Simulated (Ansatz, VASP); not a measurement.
**AlN: VASP beside Ansatz**

```
CELL_PARAMETERS angstrom
-1.63784 2.83682 0.00000
0.00000 0.00000 4.10063
4.91352 2.83682 0.00000
ATOMIC_POSITIONS crystal
Al 0.44829 0.75000 0.17467
Al 0.00000 0.75000 0.66667
Al 0.00000 0.25000 0.33333
Al 0.50000 0.25000 0.83333
N 0.50000 0.25000 0.16667
N 0.00000 0.25000 0.66667
N 0.00000 0.75000 0.33333
N 0.50000 0.75000 0.83333
```

Alike in both runs: task single point; functional LDA; k mesh 8 × 6 × 4; occupations gaussian, width 0.05 eV; no spin polarisation.

|  | VASP | Ansatz |
| --- | --- | --- |
| version | VASP 6.6.1 | Ansatz 0.2.0 |
| potentials or method | VASP PAW LDA potentials, release 64 (Al, N), cutoff 520 eV | scalar-relativistic, plane waves, PAW |
| valence electrons in the cell | 32 | 32 |

Ansatz gave:

```
gap on the k mesh at the Fermi level (eV)                     : 3.58
least direct gap on the mesh (eV)                             : 3.58
pressure (GPa)                                                : 1.6
traceless stress, the component that is largest in VASP (GPa) : 4.20
rms of the force components (eV/Å)                            : 1.048
```

Problem. Estimate VASP's values.

Solution. gap on the k mesh at the Fermi level (eV): 3.59; least direct gap on the mesh (eV): 3.59; pressure (GPa): 2.3; traceless stress, the component that is largest in VASP (GPa): 4.40; rms of the force components (eV/Å): 1.067.

Ansatz warns that its potentials were made for another functional, while VASP's fit it. LDA's correlation is that of Perdew and Zunger in VASP and of Perdew and Wang (1992) in Ansatz. Atom by atom the forces differ by 0.020 eV/Å (rms over components).
